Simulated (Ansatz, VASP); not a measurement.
# KF in VASP and in Ansatz

```xyz
2
Lattice="0.0000 2.6224 2.6224 2.6224 0.0000 2.6224 2.6224 2.6224 0.0000" Properties=species:S:1:pos:R:3 pbc="T T T"
K     0.0000    0.0000    0.0000
F     2.6224    2.6224    2.6224
```

Alike in both runs: task single point; functional LDA; k mesh 8 × 8 × 8; occupations gaussian, width 0.05 eV; no spin polarisation.

```csv
,VASP,Ansatz
version,VASP 6.6.1,Ansatz 0.2.0
potentials or method,"VASP PAW LDA potentials, release 64 (K_sv, F), cutoff 520 eV","scalar-relativistic, plane waves, PAW"
valence electrons in the cell,16,16
```

Ansatz gave:

| Property | Result |
| --- | --- |
| gap on the k mesh at the Fermi level (eV) | 6.10 |
| least direct gap on the mesh (eV) | 6.10 |
| pressure (GPa) | -1.8 |

Q: Estimate VASP's values.

A: gap on the k mesh at the Fermi level (eV): 6.08; least direct gap on the mesh (eV): 6.08; pressure (GPa): -1.7.

LDA's correlation is that of Perdew and Zunger in VASP and of Perdew and Wang (1992) in Ansatz.
